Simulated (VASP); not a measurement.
# PtS2 (P-3m1) in VASP: single point with PBE

Aim: the single point of PtS2 with PBE.

Everything below comes from runs of VASP 6.6.1. Logs are shortened: lines on timing, memory, paths and dates and some standing lists are left out, and cuts for length are marked.

## (1) The cell of the first run

Symmetry: P-3m1, No. 164, trigonal system. Conventional cell: a = 3.553 Å, b = 3.553 Å, c = 5.123 Å, α = 90.00°, β = 90.00°, γ = 120.00°. Within 3.2 Å of Pt (site symmetry -3m) lie 6 S at 2.39 Å. S (site symmetry 3m) has 3 Pt at 2.39 Å and 3 S at 3.20 Å within 3.2 Å.

## (2) Single point, PBE

The input, INCAR:

```
PREC = Accurate
ENCUT = 520
EDIFF = 1E-6
ISMEAR = 0
SIGMA = 0.01
LREAL = False
LASPH = True
NELM = 100
ALGO = Normal
ISIF = 2
LWAVE = False
LCHARG = False
GGA = PE
NBANDS = 18
```

The input, KPOINTS:

```
Automatic mesh
0
Gamma
  6 6 4
```

The input, POSCAR:

```
PtS2
1.0
    3.5526415803      0.0000000000      0.0000000000
   -1.7763207902      3.0766778591      0.0000000000
    0.0000000000      0.0000000000      5.1227110450
Pt S
1 2
Direct
    0.0000000000      0.0000000000      0.0000000000
    0.3333333333      0.6666666667      0.2392599773
    0.6666666667      0.3333333333      0.7607400227
```

Potentials or basis: VASP PAW PBE potentials, release 64 (Pt, S).

Launch:

```bash
$ cat potpaw_PBE.64/Pt/POTCAR potpaw_PBE.64/S/POTCAR > POTCAR
$ mpirun -np 1 vasp_std > vasp.out
```

OUTCAR:

```text
PREC = Accurate
   ENCUT = 520
   EDIFF = 1E-6
   ISMEAR = 0
   LREAL = False
   LASPH = True
   NELM = 100
   ISIF = 2
   GGA = PE

 ion  position               nearest neighbor table
   1  0.000  0.000  0.000-   2 2.39   3 2.39   3 2.39   2 2.39   3 2.39   2 2.39
   2  0.333  0.667  0.239-   1 2.39   1 2.39   1 2.39
   3  0.667  0.333  0.761-   1 2.39   1 2.39   1 2.39

  LATTYP: Found a hexagonal cell.
 ALAT       =     3.5526415803
 C/A-ratio  =     1.4419442348

  Lattice vectors:

 A1 = (   3.5526415803,   0.0000000000,   0.0000000000)
 A2 = (  -1.7763207902,   3.0766778591,   0.0000000000)
 A3 = (   0.0000000000,   0.0000000000,   5.1227110450)

Analysis of symmetry for initial positions (statically):
=====================================================================
 Subroutine PRICEL returns:
 Original cell was already a primitive cell.

 Routine SETGRP: Setting up the symmetry group for a
 hexagonal supercell.

 Subroutine GETGRP returns: Found 12 space group operations
 (whereof 12 operations were pure point group operations)
 out of a pool of 24 trial point group operations.

The static configuration has the point symmetry D_3d.

Analysis of symmetry for dynamics (positions and initial velocities):
=====================================================================
 Subroutine PRICEL returns:
 Original cell was already a primitive cell.

 Routine SETGRP: Setting up the symmetry group for a
 hexagonal supercell.

 Subroutine GETGRP returns: Found 12 space group operations
 (whereof 12 operations were pure point group operations)
 out of a pool of 24 trial point group operations.

The dynamic configuration has the point symmetry D_3d.

 Subroutine INISYM returns: Found 12 space group operations
 (whereof 12 operations are pure point group operations),
 and found     1 'primitive' translations

----------------------------------------------------------------------------------------

                                     Primitive cell

  volume of cell :      55.9929

  direct lattice vectors                    reciprocal lattice vectors
     3.552641580  0.000000000  0.000000000     0.281480689  0.162512952  0.000000000
    -1.776320790  3.076677859  0.000000000     0.000000000  0.325025903  0.000000000
     0.000000000  0.000000000  5.122711045     0.000000000  0.000000000  0.195209137

  length of vectors
     3.552641580  3.552641580  5.122711045     0.325025903  0.325025903  0.195209137

  position of ions in fractional coordinates (direct lattice)
     0.000000000  0.000000000  0.000000000
     0.333333333  0.666666667  0.239259977
     0.666666667  0.333333333  0.760740023

  ion indices of the primitive-cell ions
   primitive index   ion index
                 1           1
                 2           2
                 3           3

----------------------------------------------------------------------------------------

 KPOINTS: Automatic mesh

Automatic generation of k-mesh.
 Grid dimensions read from file:
 generate k-points for:    6    6    4

 Generating k-lattice:

  Cartesian coordinates                     Fractional coordinates (reciprocal lattice)
     0.046913448  0.027085492  0.000000000     0.166666667  0.000000000  0.000000000
     0.000000000  0.054170984  0.000000000     0.000000000  0.166666667  0.000000000
     0.000000000  0.000000000  0.048802284     0.000000000  0.000000000  0.250000000

  Length of vectors
     0.054170984  0.054170984  0.048802284

  Shift w.r.t. Gamma in fractional coordinates (k-lattice)
     0.000000000  0.000000000  0.000000000

 Subroutine IBZKPT returns following result:
 ===========================================

 Found     24 irreducible k-points:

 Following reciprocal coordinates:
            Coordinates               Weight
  0.000000  0.000000  0.000000      1.000000
  0.166667 -0.000000  0.000000      6.000000
  0.333333 -0.000000  0.000000      6.000000
  0.500000  0.000000  0.000000      3.000000
  0.166667  0.166667  0.000000      6.000000
  0.333333  0.166667  0.000000     12.000000
[... 16 lines left out ...]
  0.333333  0.166667  0.500000     12.000000
  0.333333  0.333333  0.500000      2.000000
   k-points           NKPTS =     24   k-points in BZ     NKDIM =     24   number of bands    NBANDS=     18
   number of dos      NEDOS =    301   number of ions     NIONS =      3
   total plane-waves  NPLWV =  31360
   dimension x,y,z NGX =    28 NGY =   28 NGZ =   40
   dimension x,y,z NGXF=    56 NGYF=   56 NGZF=   80
   ions per type =               1   2
   NGX,Y,Z   is equivalent  to a cutoff of  13.10, 13.10, 12.98 a.u.
   NGXF,Y,Z  is equivalent  to a cutoff of  26.21, 26.21, 25.96 a.u.
 SYSTEM =  unknown system
   PREC   = accura    normal or accurate (medium, high low for compatibility)
   ISTART =      0    job   : 0-new  1-cont  2-samecut
   ICHARG =      2    charge: 1-file 2-atom 10-const
   ISPIN  =      1    spin polarized calculation?
   LNONCOLLINEAR =      F non collinear calculations
   LSORBIT =      F    spin-orbit coupling
   LASPH  =      T    aspherical Exc in radial PAW
   ENCUT  =  520.0 eV  38.22 Ry    6.18 a.u.   6.61  6.61  9.52*2*pi/ulx,y,z
   NELM   =    100;   NELMIN=  2; NELMDL= -5     # of ELM steps
   EDIFF  = 0.1E-05   stopping-criterion for ELM
   LREAL  =      F    real-space projection
   EDIFFG = 0.1E-04   stopping-criterion for IOM
   NSW    =      0    number of steps for IOM
   IBRION =     -1    ionic relax: 0-MD 1-quasi-New 2-CG
   NFREE  =      0    steps in history (QN), initial steepest desc. (CG)
   ISIF   =      2    stress and relaxation
   ISYM   =      2    0-nonsym 1-usesym 2-fastsym
   POTIM  = 0.5000    time-step for ionic-motion
   TEBEG  =    0.0;   TEEND  =   0.0 temperature during run
   PSTRESS=    0.0 pullay stress
   NELECT =      22.0000    total number of electrons
   NUPDOWN=      -1.0000    fix difference up-down
   EMIN   =  10.00;   EMAX   =-10.00  energy-range for DOS
   EFERMI =   0.00;   METHOD = LEGACY
   ISMEAR =     0;   SIGMA  =   0.01  broadening in eV -4-tet -1-fermi 0-gaus
   EFERMI_NEDOS =   21; number of points for ismear=-14 and -15
   IALGO  =     38    algorithm
   IMIX   =      4    mixing-type and parameters
     AMIX     =   0.40;   BMIX     =  1.00
     AMIX_MAG =   1.60;   BMIX_MAG =  1.00
  volume/ion in A,a.u.               =      18.66       125.95
  Fermi-wavevector in a.u.,A,eV,Ry     =   1.199052  2.265879 19.561441  1.437725
  Thomas-Fermi vector in A             =   2.334925
   LORBIT       =      0    0 simple, 1 ext, 2 COOP (PROOUT), +10 PAW based schemes
   GGA     = PE    functional components
   LHFCALC =     F    Hartree Fock is set to
   AEXX    =    0.0000 exact exchange contribution
   IVDW    =     0    specifies the selected vdW correction
   LEPSILON=     F    determine dielectric tensor
   LRPA    =     F    only Hartree local field effects (RPA)
 non-spin polarized calculation
 Gauss-broadening in eV      SIGMA  =   0.01
  energy-cutoff  :      520.00
  volume of cell :       55.99
 maximum number of plane-waves:      1536
 NGX is ok and might be reduce to    28
   NGX = 13   NGY = 13   NGZ = 19

 number of electron      21.9999996 magnetization

 Free energy of the ion-electron system (eV)
  ---------------------------------------------------
  ext. energy  EPLUGINS =         0.00000000
  ---------------------------------------------------
  free energy    TOTEN  =       -15.39450917 eV

  energy without entropy =      -15.39450917  energy(sigma->0) =      -15.39450917

 E-fermi :   6.5085     XC(G=0): -10.5243

 val. band max:        6.4199658019   @ k =   0.0000   0.0000   0.0000
 cond. band min:       7.2689590553   @ k =   0.0000   0.3333   0.2500
 fundamental gap:      0.8489932534
 Fermi energy:         6.5084834493

 k-point     1 :       0.0000    0.0000    0.0000
  band No.  band energies     occupation
      1      -8.6842      2.00000
      2      -5.8771      2.00000
      3      -0.3521      2.00000
      4      -0.0137      2.00000
      5      -0.0137      2.00000
      6       2.7268      2.00000
[... 10 lines left out ...]
     17      14.5245      0.00000
     18      18.8263      0.00000

 k-point     2 :       0.1667   -0.0000    0.0000
  band No.  band energies     occupation
      1      -8.3424      2.00000
      2      -6.0260      2.00000
      3      -0.0117      2.00000
      4       0.1959      2.00000
      5       0.2310      2.00000
      6       2.1558      2.00000
[... 10 lines left out ...]
     17      15.4735      0.00000
     18      16.4493      0.00000

 k-point     3 :       0.3333   -0.0000    0.0000
  band No.  band energies     occupation
      1      -7.4920      2.00000
      2      -6.3303      2.00000
      3       0.0545      2.00000
      4       0.5522      2.00000
      5       1.0354      2.00000
      6       1.2625      2.00000
[... 10 lines left out ...]
     17      15.2352      0.00000
     18      15.9726      0.00000

 k-point     4 :       0.5000    0.0000    0.0000
  band No.  band energies     occupation
      1      -6.8120      2.00000
      2      -6.6089      2.00000
      3      -0.7359      2.00000
      4       0.6427      2.00000
      5       1.3614      2.00000
      6       2.2687      2.00000
[... 10 lines left out ...]
     17      14.6600      0.00000
     18      17.6718      0.00000

 k-point     5 :       0.1667    0.1667    0.0000
  band No.  band energies     occupation
      1      -7.7397      2.00000
      2      -6.2429      2.00000
      3       0.3676      2.00000
      4       0.5321      2.00000
      5       0.6556      2.00000
      6       1.5191      2.00000
[... 10 lines left out ...]
     17      15.2875      0.00000
     18      15.8396      0.00000

 k-point     6 :       0.3333    0.1667    0.0000
  band No.  band energies     occupation
      1      -6.9239      2.00000
      2      -6.4931      2.00000
      3      -0.2680      2.00000
      4       0.5012      2.00000
      5       1.2613      2.00000
      6       1.7051      2.00000
[... 10 lines left out ...]
     17      15.9175      0.00000
     18      16.2624      0.00000

 k-point     7 :       0.3333    0.3333    0.0000
  band No.  band energies     occupation
      1      -6.5796      2.00000
      2      -6.5796      2.00000
      3      -0.0257      2.00000
      4       0.4427      2.00000
      5       0.4427      2.00000
      6       2.0153      2.00000
[... 10 lines left out ...]
     17      15.7580      0.00000
     18      17.1235      0.00000

 k-point     8 :       0.0000    0.0000    0.2500
  band No.  band energies     occupation
      1      -8.5291      2.00000
      2      -6.2496      2.00000
      3      -0.0017      2.00000
      4      -0.0017      2.00000
      5       0.2495      2.00000
      6       2.7162      2.00000
[... 10 lines left out ...]
     17      14.3978      0.00000
     18      17.4768      0.00000
[... 229 lines left out ...]
     17      15.3634      0.00000
     18      15.4896      0.00000

 k-point    20 :       0.3333   -0.0000    0.5000
  band No.  band energies     occupation
      1      -7.2271      2.00000
      2      -6.6242      2.00000
      3      -0.2752      2.00000
      4       0.4896      2.00000
      5       0.5709      2.00000
      6       2.0002      2.00000
[... 10 lines left out ...]
     17      16.6468      0.00000
     18      16.8538      0.00000

 k-point    21 :       0.5000    0.0000    0.5000
  band No.  band energies     occupation
      1      -6.9339      2.00000
      2      -6.3995      2.00000
      3      -0.9637      2.00000
      4       0.5289      2.00000
      5       1.1976      2.00000
      6       1.6737      2.00000
[... 10 lines left out ...]
     17      16.7458      0.00000
     18      16.8046      0.00000

 k-point    22 :       0.1667    0.1667    0.5000
  band No.  band energies     occupation
      1      -7.4179      2.00000
      2      -6.6599      2.00000
      3      -0.0814      2.00000
      4       0.2819      2.00000
      5       1.1424      2.00000
      6       1.8095      2.00000
[... 10 lines left out ...]
     17      15.4307      0.00000
     18      15.7827      0.00000

 k-point    23 :       0.3333    0.1667    0.5000
  band No.  band energies     occupation
      1      -6.8268      2.00000
      2      -6.5495      2.00000
      3      -0.4504      2.00000
      4       0.3110      2.00000
      5       1.1353      2.00000
      6       1.9640      2.00000
[... 10 lines left out ...]
     17      15.3911      0.00000
     18      16.8316      0.00000

 k-point    24 :       0.3333    0.3333    0.5000
  band No.  band energies     occupation
      1      -6.5662      2.00000
      2      -6.5662      2.00000
      3       0.2557      2.00000
      4       0.2557      2.00000
      5       0.3711      2.00000
      6       2.1975      2.00000
[... 10 lines left out ...]
     17      14.4797      0.00000
     18      17.0937      0.00000

------------------------ aborting loop because EDIFF is reached ----------------------------------------

  FORCE on cell =-STRESS in cart. coord.  units (eV):
  Direction    XX          YY          ZZ          XY          YZ          ZX
  --------------------------------------------------------------------------------------
  -------------------------------------------------------------------------------------
  Total        1.2740222      1.2740222      0.8238218     -0.0000000      0.0000000      0.0000000
  in kB       36.4547654     36.4547654     23.5727684     -0.0000000      0.0000000      0.0000000
  external PRESSURE =      32.1607664 kB  Pullay stress =       0.0000000 kB

 VOLUME and BASIS-vectors are now :
 -----------------------------------------------------------------------------
  energy-cutoff  :      520.00
  volume of cell :       55.99
      direct lattice vectors                 reciprocal lattice vectors
     3.552641580  0.000000000  0.000000000     0.281480689  0.162512952  0.000000000
    -1.776320790  3.076677859  0.000000000     0.000000000  0.325025903  0.000000000
     0.000000000  0.000000000  5.122711045     0.000000000  0.000000000  0.195209137

 POSITION                                       TOTAL-FORCE (eV/Angst)
 -----------------------------------------------------------------------------------
      0.00000      0.00000      0.00000         0.000000      0.000000      0.000000
     -0.00000      2.05112      1.22566        -0.000000      0.000000      0.026190
      1.77632      1.02556      3.89705         0.000000     -0.000000     -0.026190
 -----------------------------------------------------------------------------------
    total drift:                                0.000000     -0.000000      0.000000

  FREE ENERGIE OF THE ION-ELECTRON SYSTEM (eV)
  ---------------------------------------------------
  free  energy   TOTEN  =       -15.3945091664 eV

  energy  without entropy=      -15.3945091664  energy(sigma->0) =      -15.39450917
```

Wall time 34 s (1 thread of Intel Xeon 8259CL, shared host); peak memory 0.19 GiB.

Results:

```yaml
Free_energy: -15.3945 eV
Pressure: 3.2 GPa
Largest_force: 0.026 eV/Å
Band_gap_on_the_k_mesh: 0.85 eV, indirect (least direct gap 1.42 eV)
```

Forces on the atoms (eV/Å):
```
Pt   0.000  0.000  0.000
S    0.000  0.000  0.026
S    0.000  0.000 -0.026
```

Caveat: spin-orbit coupling is left out, which moves the levels of the heavy elements. A k mesh can miss the band edges.
